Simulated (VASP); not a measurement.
Here is a VASP 6.6.1 calculation.

Contents of INCAR:

```
PREC = Accurate
ENCUT = 520
EDIFF = 1E-6
ISMEAR = -1
SIGMA = 0.15
LREAL = False
LASPH = True
NELM = 80
ALGO = Normal
ISIF = 2
LWAVE = False
LCHARG = False
GGA = PE
NBANDS = 12
```

Contents of KPOINTS:

```
regular mesh
0
Gamma
  8 8 8
```

File POSCAR:

```
Ta
1.0
   -1.6287000000      1.6867900000      1.6819300000
    1.6431700000     -1.6521600000      1.6617800000
    1.6691600000      1.6926200000     -1.6473000000
Ta
1
Direct
    0.0000000000      0.0000000000      0.0000000000
```

Potentials or basis: VASP PAW PBE potentials, release 64 (Ta_pv).

Command:

```bash
$ cat potpaw_PBE.64/Ta_pv/POTCAR > POTCAR
$ mpirun -np 1 vasp_std > vasp.out
```

Problem. What does it give for the pressure?

Solution. -4.6 GPa.

Stress tensor (GPa, compression positive):
```
-3.61 -1.58 -0.61
-1.58 -5.62 -1.33
-0.61 -1.33 -4.55
```
